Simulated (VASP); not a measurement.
# Ag (P6_3/mmc) in VASP: further runs, part 2 of 2

VASP 6.6.1.

### 4 Single point, r2SCAN

This run uses another cell than the first one, of 18.40 Å³/atom.

The input, POSCAR:

```
Ag
1.0
    2.9053144643      0.0000000000      0.0000000000
   -1.4526572322      2.5160761321      0.0000000000
    0.0000000000      0.0000000000     10.0662270956
Ag
4
Direct
    0.0000000000      0.0000000000      0.5000000000
    0.0000000000      0.0000000000      0.0000000000
    0.6666666667      0.3333333333      0.7500000000
    0.3333333333      0.6666666667      0.2500000000
```

The input, INCAR.step1:

```
SYSTEM = Ag
PREC = Accurate
ENCUT = 520
ISMEAR = -1
SIGMA = 0.05
LREAL = .FALSE.
LASPH = .TRUE.
NELM = 80
NBANDS = 30
GGA = PE
ALGO = Normal
EDIFF = 1E-4
LWAVE = .TRUE.
LCHARG = .FALSE.
```

The input, INCAR.step2:

```
SYSTEM = Ag
PREC = Accurate
ENCUT = 520
EDIFF = 1E-6
ISMEAR = -1
SIGMA = 0.05
LREAL = .FALSE.
LASPH = .TRUE.
NELM = 80
ALGO = Normal
ISIF = 2
LWAVE = .FALSE.
LCHARG = .FALSE.
METAGGA = R2SCAN
LMIXTAU = .TRUE.
NBANDS = 30
ISTART = 1
```

The input, KPOINTS:

```
Automatic mesh
0
G
  11 11 3
  0 0 0
```

Potentials or basis: VASP PAW PBE potentials, release 64 (Ag).

Run with:

```console
> cat potpaw_PBE.64/Ag/POTCAR > POTCAR
> cp INCAR.step1 INCAR
> mpirun -np 1 vasp_std > vasp.out
> cp INCAR.step2 INCAR
> mpirun -np 1 vasp_std > vasp.out
```

OUTCAR:

```text
SYSTEM = Ag
   PREC = Accurate
   ENCUT = 520
   EDIFF = 1E-6
   ISMEAR = -1
   LREAL = .FALSE.
   LASPH = .TRUE.
   NELM = 80
   ISIF = 2
   METAGGA = R2SCAN
   ISTART = 1

 ion  position               nearest neighbor table
   1  0.000  0.000  0.500-   3 3.02   4 3.02   3 3.02   4 3.02   3 3.02   4 3.02
   2  0.000  0.000  0.000-   3 3.02   4 3.02   3 3.02   4 3.02   3 3.02   4 3.02
   3  0.667  0.333  0.750-   1 3.02   2 3.02   1 3.02   2 3.02   1 3.02   2 3.02
   4  0.333  0.667  0.250-   1 3.02   2 3.02   1 3.02   2 3.02   1 3.02   2 3.02
[... 988 lines left out ...]
     30      20.8504      0.00000

 [... further k-points ...]
[... 5 lines left out ...]
  --------------------------------------------------------------------------------------
  -------------------------------------------------------------------------------------
  Total       -1.7872740     -1.7872740     -3.2161486      0.0000000      0.0000000      0.0000000
  in kB      -38.9150923    -38.9150923    -70.0266005      0.0000000      0.0000000      0.0000000
  external PRESSURE =     -49.2855950 kB  Pullay stress =       0.0000000 kB

 VOLUME and BASIS-vectors are now :
 -----------------------------------------------------------------------------
  energy-cutoff  :      520.00
  volume of cell :       73.58
      direct lattice vectors                 reciprocal lattice vectors
     2.905314464  0.000000000  0.000000000     0.344196820  0.198722127  0.000000000
    -1.452657232  2.516076132  0.000000000     0.000000000  0.397444253  0.000000000
     0.000000000  0.000000000 10.066227096     0.000000000  0.000000000  0.099342086

 POSITION                                       TOTAL-FORCE (eV/Angst)
 -----------------------------------------------------------------------------------
      0.00000      0.00000      5.03311        -0.000000      0.000000      0.000000
      0.00000      0.00000      0.00000        -0.000000      0.000000      0.000000
      1.45266      0.83869      7.54967         0.000000     -0.000000      0.000000
     -0.00000      1.67738      2.51656        -0.000000      0.000000     -0.000000
 -----------------------------------------------------------------------------------
    total drift:                               -0.000000      0.000000     -0.000000

  FREE ENERGIE OF THE ION-ELECTRON SYSTEM (eV)
  ---------------------------------------------------
  free  energy   TOTEN  =       -85.3256856404 eV

  energy  without entropy=      -85.3113242573  energy(sigma->0) =      -85.31850495
```

OSZICAR.step1:

```text
N       E                     dE             d eps       ncg     rms          rms(c)
DAV:   1     0.292848738822E+03    0.29285E+03   -0.22519E+04  1920   0.143E+03
DAV:   2    -0.531530870894E+01   -0.29816E+03   -0.28238E+03  1974   0.328E+02
DAV:   3    -0.117130213716E+02   -0.63977E+01   -0.63631E+01  2216   0.547E+01
DAV:   4    -0.117432523172E+02   -0.30231E-01   -0.30226E-01  2082   0.368E+00
DAV:   5    -0.117435676726E+02   -0.31536E-03   -0.31535E-03  2166   0.408E-01    0.863E+00
DAV:   6    -0.108510072530E+02    0.89256E+00   -0.28116E+00  2064   0.136E+01    0.580E+00
DAV:   7    -0.108299088026E+02    0.21098E-01   -0.32835E-02  2136   0.115E+00    0.341E+00
DAV:   8    -0.108208094551E+02    0.90993E-02   -0.24516E-03  2088   0.349E-01    0.125E-01
DAV:   9    -0.108208308603E+02   -0.21405E-04   -0.53959E-05  1392   0.553E-02
   1 F= -.10820831E+02 E0= -.10813399E+02  d E =-.148639E-01
```

It took 2.2 min on 1 thread of Intel Xeon 6975P-C (Granite Rapids), shared host; peak memory 0.23 GiB.

Results:

| Property | Result |
| --- | --- |
| Free energy | -85.3257 eV |
| Pressure | -4.9 GPa |
| Band gap on the k mesh | zero (bands 22 and 23 overlap by 6.28 eV) |

Caveat: the cell stands under tension; the PAW data sets were made with another functional, which shifts forces and pressure a little.

### 5 Single point, r2SCAN

This run uses another cell than the first one, of 18.76 Å³/atom.

The input, POSCAR:

```
Ag
1.0
    2.9241806713      0.0000000000      0.0000000000
   -1.4620903357      2.5324147466      0.0000000000
    0.0000000000      0.0000000000     10.1315940382
Ag
4
Direct
    0.0000000000      0.0000000000      0.5000000000
    0.0000000000      0.0000000000      0.0000000000
    0.6666666667      0.3333333333      0.7500000000
    0.3333333333      0.6666666667      0.2500000000
```

The input, INCAR.step1:

```
PREC = Accurate ; ENCUT = 520
ISMEAR = -1 ; SIGMA = 0.05
LREAL = False ; LASPH = True
NELM = 100 ; NBANDS = 30
GGA = PE ; ALGO = Normal
EDIFF = 1E-4 ; LWAVE = True
LCHARG = False
```

The input, INCAR.step2:

```
PREC = Accurate ; ENCUT = 520
EDIFF = 1E-6 ; ISMEAR = -1
SIGMA = 0.05 ; LREAL = False
LASPH = True ; NELM = 100
ALGO = Normal ; ISIF = 2
LWAVE = False ; LCHARG = False
METAGGA = R2SCAN ; LMIXTAU = True
NBANDS = 30 ; ISTART = 1
```

The input, KPOINTS:

```
Automatic mesh
0
Gamma
  11 11 3
```

Potentials or basis: VASP PAW PBE potentials, release 64 (Ag).

Run with:

```console
> cat potpaw_PBE.64/Ag/POTCAR > POTCAR
> cp INCAR.step1 INCAR
> mpirun -np 1 vasp_std > vasp.out
> cp INCAR.step2 INCAR
> mpirun -np 1 vasp_std > vasp.out
```

OUTCAR:

```text
PREC = Accurate
   ENCUT = 520
   EDIFF = 1E-6
   ISMEAR = -1
   LREAL = False
   LASPH = True
   NELM = 100
   ISIF = 2
   METAGGA = R2SCAN
   ISTART = 1

 ion  position               nearest neighbor table
   1  0.000  0.000  0.500-   3 3.04   4 3.04   3 3.04   4 3.04   3 3.04   4 3.04
   2  0.000  0.000  0.000-   3 3.04   4 3.04   3 3.04   4 3.04   3 3.04   4 3.04
   3  0.667  0.333  0.750-   1 3.04   2 3.04   1 3.04   2 3.04   1 3.04   2 3.04
   4  0.333  0.667  0.250-   1 3.04   2 3.04   1 3.04   2 3.04   1 3.04   2 3.04

  LATTYP: Found a hexagonal cell.
 ALAT       =     2.9241806713
[... 986 lines left out ...]

 [... further k-points ...]
[... 5 lines left out ...]
  --------------------------------------------------------------------------------------
  -------------------------------------------------------------------------------------
  Total       -2.5020800     -2.5020800     -3.7833475      0.0000000     -0.0000000      0.0000000
  in kB      -53.4312046    -53.4312046    -80.7923056      0.0000000     -0.0000000      0.0000000
  external PRESSURE =     -62.5515716 kB  Pullay stress =       0.0000000 kB

 VOLUME and BASIS-vectors are now :
 -----------------------------------------------------------------------------
  energy-cutoff  :      520.00
  volume of cell :       75.03
      direct lattice vectors                 reciprocal lattice vectors
     2.924180671  0.000000000  0.000000000     0.341976134  0.197440013  0.000000000
    -1.462090336  2.532414747  0.000000000     0.000000000  0.394880026  0.000000000
     0.000000000  0.000000000 10.131594038     0.000000000  0.000000000  0.098701152

 POSITION                                       TOTAL-FORCE (eV/Angst)
 -----------------------------------------------------------------------------------
      0.00000      0.00000      5.06580         0.000000      0.000000      0.000000
      0.00000      0.00000      0.00000         0.000000      0.000000      0.000000
      1.46209      0.84414      7.59870         0.000000      0.000000     -0.000000
     -0.00000      1.68828      2.53290        -0.000000     -0.000000      0.000000
 -----------------------------------------------------------------------------------
    total drift:                               -0.000000      0.000000     -0.000000

  FREE ENERGIE OF THE ION-ELECTRON SYSTEM (eV)
  ---------------------------------------------------
  free  energy   TOTEN  =       -85.2758362204 eV

  energy  without entropy=      -85.2616956245  energy(sigma->0) =      -85.26876592
```

OSZICAR.step1:

```text
N       E                     dE             d eps       ncg     rms          rms(c)
DAV:   1     0.289978687642E+03    0.28998E+03   -0.22545E+04  1920   0.143E+03
DAV:   2    -0.531934654764E+01   -0.29530E+03   -0.27997E+03  1974   0.327E+02
DAV:   3    -0.116586154963E+02   -0.63393E+01   -0.62980E+01  2180   0.542E+01
DAV:   4    -0.116901341052E+02   -0.31519E-01   -0.31511E-01  2100   0.371E+00
DAV:   5    -0.116904572379E+02   -0.32313E-03   -0.32313E-03  2198   0.409E-01    0.822E+00
DAV:   6    -0.108217335178E+02    0.86872E+00   -0.27884E+00  2064   0.135E+01    0.559E+00
DAV:   7    -0.108033168461E+02    0.18417E-01   -0.30261E-02  2142   0.108E+00    0.334E+00
DAV:   8    -0.107946762481E+02    0.86406E-02   -0.24577E-03  2064   0.358E-01    0.110E-01
DAV:   9    -0.107947010857E+02   -0.24838E-04   -0.54525E-05  1422   0.511E-02
   1 F= -.10794701E+02 E0= -.10787273E+02  d E =-.148562E-01
```

It took 2.6 min on 1 thread of Intel Xeon Platinum 8488C (Sapphire Rapids), shared host; peak memory 0.23 GiB.

What came out:

| Property | Result |
| --- | --- |
| Free energy | -85.2758 eV |
| Pressure | -6.3 GPa |
| Band gap on the k mesh | zero (bands 22 and 23 overlap by 6.19 eV) |

Stress tensor (GPa, compression positive):
```
-5.34  0.00  0.00
 0.00 -5.34  0.00
 0.00  0.00 -8.08
```

Caveat: the cell stands under tension; the PAW data sets were made with another functional, which shifts forces and pressure a little.

### 6 Single point, r2SCAN

This run uses another cell than the first one, of 19.12 Å³/atom.

The input, POSCAR:

```
Ag
1.0
    2.9428065281      0.0000000000      0.0000000000
   -1.4714032640      2.5485452117      0.0000000000
    0.0000000000      0.0000000000     10.1961282242
Ag
4
Direct
    0.0000000000      0.0000000000      0.5000000000
    0.0000000000      0.0000000000      0.0000000000
    0.6666666667      0.3333333333      0.7500000000
    0.3333333333      0.6666666667      0.2500000000
```

The input, INCAR.step1:

```
PREC = Accurate
ENCUT = 520
ISMEAR = -1
SIGMA = 0.05
LREAL = F
LASPH = T
NELM = 60
NBANDS = 30
GGA = PE
ALGO = Normal
EDIFF = 1E-4
LWAVE = T
LCHARG = F
```

The input, INCAR.step2:

```
PREC = Accurate
ENCUT = 520
EDIFF = 1E-6
ISMEAR = -1
SIGMA = 0.05
LREAL = F
LASPH = T
NELM = 60
ALGO = Normal
ISIF = 2
LWAVE = F
LCHARG = F
METAGGA = R2SCAN
LMIXTAU = T
NBANDS = 30
ISTART = 1
```

KPOINTS is that of step 5.

Potentials or basis: VASP PAW PBE potentials, release 64 (Ag).

Run with:

```console
> cat potpaw_PBE.64/Ag/POTCAR > POTCAR
> cp INCAR.step1 INCAR
> mpirun -np 1 vasp_std > vasp.out
> cp INCAR.step2 INCAR
> mpirun -np 1 vasp_std > vasp.out
```

Run time: 3 min. Hardware: 1 thread of Intel Xeon Platinum 8488C (Sapphire Rapids), shared host; peak memory 0.24 GiB.

It converged, with:

```yaml
Free_energy: -85.2149 eV
Pressure: -7.4 GPa
Band_gap_on_the_k_mesh: zero (bands 22 and 23 overlap by 6.13 eV)
```

Stress tensor (GPa, compression positive):
```
-6.62  0.00  0.00
 0.00 -6.62  0.00
 0.00  0.00 -8.99
```

Levels at points of the mesh, in eV from the Fermi level:
```
           k point  band 20  band 21  band 22  band 23  band 24  band 25  band 26  band 27
(0.00, 0.00, 0.00)    -3.68    -3.68    -3.39    -3.39    -0.46     2.26     9.38     9.38
```

Caveat: the cell stands under tension; the PAW data sets were made with another functional, which shifts forces and pressure a little.

### 7 The runs side by side

```csv
cell,gap on the mesh (eV),pressure (GPa)
"a = 2.867, b = 2.867, c = 9.933 Å, angles 90.0, 90.0, 120.0°, 4 atoms",none,-1.6
"a = 2.886, b = 2.886, c = 10.000 Å, angles 90.0, 90.0, 120.0°, 4 atoms",none,-3.4
"a = 2.905, b = 2.905, c = 10.066 Å, angles 90.0, 90.0, 120.0°, 4 atoms",none,-4.9
"a = 2.924, b = 2.924, c = 10.132 Å, angles 90.0, 90.0, 120.0°, 4 atoms",none,-6.3
"a = 2.943, b = 2.943, c = 10.196 Å, angles 90.0, 90.0, 120.0°, 4 atoms",none,-7.4
```

Alike in all rows: task single point; level r2SCAN; potentials or basis VASP PAW PBE potentials, release 64 (Ag); no spin polarisation; k mesh 11 × 11 × 3; cutoff (eV) 520; smearing fermi-dirac 0.05 eV.

Caveats: the PAW data sets were made with another functional, which shifts forces and pressure a little; the cell stands under tension (at least some runs).

Absolute energies hang on the potentials; compare differences alone.
